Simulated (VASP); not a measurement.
# Ru (I4/mmm) in VASP: single point with PBE

Aim: the single point of Ru with PBE.

Program: VASP 6.6.1. These are calculated values, not measurements. Logs are shortened: lines on timing, memory, paths and dates and some standing lists are left out, and cuts for length are marked.

## Step 1: The cell of the first run

The structure is tetragonal, space group I4/mmm (No. 139). The conventional cell has a = 2.708 Å, b = 2.708 Å, c = 3.945 Å, α = 90.00°, β = 90.00°, γ = 90.00°. Ru (site symmetry 4/mmm) has 12 Ru at 2.71 to 2.75 Å within 3.6 Å.

## Step 2: Single point, PBE (strain +0.000 along x and y, +0.030 along z)

Input file INCAR:

```
PREC = Accurate
ENCUT = 520
EDIFF = 1E-6
ISMEAR = 0
SIGMA = 0.15
LREAL = False
LASPH = True
NELM = 60
ALGO = Fast
ISIF = 2
LWAVE = False
LCHARG = False
GGA = PE
NBANDS = 13
```

Input file KPOINTS:

```
Automatic mesh
0
Gamma
  22 22 22
```

Input file POSCAR:

```
Ru
1.0
    0.0000000000      1.9150000000      1.9724500000
    1.9150000000      0.0000000000      1.9724500000
    1.9150000000      1.9150000000      0.0000000000
Ru
1
Direct
    0.0000000000      0.0000000000      0.0000000000
```

Potentials or basis: VASP PAW PBE potentials, release 64 (Ru_pv).

Launch:

```console
$ cat potpaw_PBE.64/Ru_pv/POTCAR > POTCAR
$ mpirun -np 1 vasp_std > vasp.out
```

OUTCAR:

```text
PREC = Accurate
   ENCUT = 520
   EDIFF = 1E-6
   ISMEAR = 0
   LREAL = False
   LASPH = True
   NELM = 60
   ISIF = 2
   GGA = PE

 ion  position               nearest neighbor table
   1  0.000  0.000  0.000-

  LATTYP: Found a body centered tetragonal cell.
 ALAT       =     2.7082189719
 C/A-ratio  =     1.4566399692

  Lattice vectors:

 A1 = (  -1.9150000000,   0.0000000000,   1.9724500000)
 A2 = (   1.9150000000,   0.0000000000,   1.9724500000)
 A3 = (   0.0000000000,   1.9150000000,  -1.9724500000)

Analysis of symmetry for initial positions (statically):
=====================================================================
 Subroutine PRICEL returns:
 Original cell was already a primitive cell.

 Routine SETGRP: Setting up the symmetry group for a
 body centered tetragonal supercell.

 Subroutine GETGRP returns: Found 16 space group operations
 (whereof 16 operations were pure point group operations)
 out of a pool of 16 trial point group operations.

The static configuration has the point symmetry D_4h.

Analysis of symmetry for dynamics (positions and initial velocities):
=====================================================================
 Subroutine PRICEL returns:
 Original cell was already a primitive cell.

 Routine SETGRP: Setting up the symmetry group for a
 body centered tetragonal supercell.

 Subroutine GETGRP returns: Found 16 space group operations
 (whereof 16 operations were pure point group operations)
 out of a pool of 16 trial point group operations.

The dynamic configuration has the point symmetry D_4h.

 Subroutine INISYM returns: Found 16 space group operations
 (whereof 16 operations are pure point group operations),
 and found     1 'primitive' translations

----------------------------------------------------------------------------------------

                                     Primitive cell

  volume of cell :      14.4668

  direct lattice vectors                    reciprocal lattice vectors
     0.000000000  1.915000000  1.972450000    -0.261096606  0.261096606  0.253491850
     1.915000000  0.000000000  1.972450000     0.261096606 -0.261096606  0.253491850
     1.915000000  1.915000000  0.000000000     0.261096606  0.261096606 -0.253491850

  length of vectors
     2.749142412  2.749142412  2.708218972     0.447885022  0.447885022  0.447885022

  position of ions in fractional coordinates (direct lattice)
     0.000000000  0.000000000  0.000000000

  ion indices of the primitive-cell ions
[... 77 lines left out ...]
   NSW    =      0    number of steps for IOM
   IBRION =     -1    ionic relax: 0-MD 1-quasi-New 2-CG
   NFREE  =      0    steps in history (QN), initial steepest desc. (CG)
   ISIF   =      2    stress and relaxation
   ISYM   =      2    0-nonsym 1-usesym 2-fastsym
   POTIM  = 0.5000    time-step for ionic-motion
   TEBEG  =    0.0;   TEEND  =   0.0 temperature during run
   PSTRESS=    0.0 pullay stress
   NELECT =      14.0000    total number of electrons
   NUPDOWN=      -1.0000    fix difference up-down
   EMIN   =  10.00;   EMAX   =-10.00  energy-range for DOS
   EFERMI =   0.00;   METHOD = LEGACY
   ISMEAR =     0;   SIGMA  =   0.15  broadening in eV -4-tet -1-fermi 0-gaus
   EFERMI_NEDOS =   21; number of points for ismear=-14 and -15
   IALGO  =     68    algorithm
   IMIX   =      4    mixing-type and parameters
     AMIX     =   0.40;   BMIX     =  1.00
     AMIX_MAG =   1.60;   BMIX_MAG =  1.00
  volume/ion in A,a.u.               =      14.47        97.63
  Fermi-wavevector in a.u.,A,eV,Ry     =   1.619296  3.060026 35.676116  2.622121
  Thomas-Fermi vector in A             =   2.713420
   LORBIT       =      0    0 simple, 1 ext, 2 COOP (PROOUT), +10 PAW based schemes
   GGA     = PE    functional components
   LHFCALC =     F    Hartree Fock is set to
   AEXX    =    0.0000 exact exchange contribution
   IVDW    =     0    specifies the selected vdW correction
   LEPSILON=     F    determine dielectric tensor
   LRPA    =     F    only Hartree local field effects (RPA)
 non-spin polarized calculation
 RMM-DIIS sequential band-by-band and
 Gauss-broadening in eV      SIGMA  =   0.15
  energy-cutoff  :      520.00
  volume of cell :       14.47
 maximum number of plane-waves:       401
   NGX = 11   NGY = 11   NGZ =  9

 number of electron      13.9999996 magnetization

 Free energy of the ion-electron system (eV)
  ---------------------------------------------------
  ext. energy  EPLUGINS =         0.00000000
  ---------------------------------------------------
  free energy    TOTEN  =        -9.09757586 eV

  energy without entropy =       -9.08580239  energy(sigma->0) =       -9.09168912

 E-fermi :  11.6360     XC(G=0): -13.7279

 val. band max:       11.6351916436   @ k =  -0.3636   0.3636   0.0000
 cond. band min:      11.6365455451   @ k =  -0.4091   0.0909   0.3636
 fundamental gap:      0.0013539014
 Fermi energy:        11.6360405673

 k-point     1 :       0.0000    0.0000    0.0000
  band No.  band energies     occupation
      1     -30.7885      2.00000
      2     -30.7839      2.00000
      3     -30.7839      2.00000
      4       4.1035      2.00000
      5       9.0638      2.00000
      6       9.4072      2.00000
      7       9.4072      2.00000
      8      11.2968      1.99862
      9      11.7039      0.52224
     10      22.2459      0.00000
     11      26.7374      0.00000
     12      31.5142      0.00000
     13      32.4279      0.00000
[... 354 lines left out ...]
  band No.  band energies     occupation
      1     -31.6366      2.00000
      2     -30.9348      2.00000
      3     -30.8833      2.00000
      4       6.1001      2.00000
      5       8.9760      2.00000
      6       9.4082      2.00000
      7      11.9709      0.00159
      8      13.0201      0.00000
      9      13.8884      0.00000
     10      21.0817      0.00000
     11      22.2480      0.00000
     12      26.4335      0.00000
     13      31.7793      0.00000

 [... further k-points ...]
[... 5 lines left out ...]
  --------------------------------------------------------------------------------------
  -------------------------------------------------------------------------------------
  Total       -0.9192971     -0.9192971     -1.5228856      0.0000000      0.0000000     -0.0000000
  in kB     -101.8105771   -101.8105771   -168.6569707      0.0000000      0.0000000     -0.0000000
  external PRESSURE =    -124.0927083 kB  Pullay stress =       0.0000000 kB

 VOLUME and BASIS-vectors are now :
 -----------------------------------------------------------------------------
  energy-cutoff  :      520.00
  volume of cell :       14.47
      direct lattice vectors                 reciprocal lattice vectors
     0.000000000  1.915000000  1.972450000    -0.261096606  0.261096606  0.253491850
     1.915000000  0.000000000  1.972450000     0.261096606 -0.261096606  0.253491850
     1.915000000  1.915000000  0.000000000     0.261096606  0.261096606 -0.253491850

 POSITION                                       TOTAL-FORCE (eV/Angst)
 -----------------------------------------------------------------------------------
      0.00000      0.00000      0.00000         0.000000     -0.000000      0.000000
 -----------------------------------------------------------------------------------
    total drift:                                0.000000      0.000000      0.000000

  FREE ENERGIE OF THE ION-ELECTRON SYSTEM (eV)
  ---------------------------------------------------
  free  energy   TOTEN  =        -9.0975758602 eV

  energy  without entropy=       -9.0858023892  energy(sigma->0) =       -9.09168912
```

stdout:

```text
POSCAR found type information on POSCAR Ru
 POSCAR found :  1 types and       1 ions
 scaLAPACK will be used
 LDA part: xc-table for (Slater+PW92), standard interpolation
 POSCAR, INCAR and KPOINTS ok, starting setup
 FFT: planning ... GRIDC
 FFT: planning ... GRID_SOFT
 FFT: planning ... GRID
 WAVECAR not read
 entering main loop
```

It took 90 s on 1 thread of Intel Xeon Platinum 8259CL at 2.50GHz (Skylake/Cascade Lake), shared host; peak memory 0.25 GiB.

What came out:

| Quantity | Value |
| --- | --- |
| Free energy | -9.0976 eV |
| Pressure | -12.4 GPa |
| Band gap on the k mesh | zero (band 7 reaches 13.64 eV, above the bottom of band 8 at 10.33 eV) |

Caveat: the cell differs from its parent crystal (strain +0.000 along x and y, +0.030 along z).
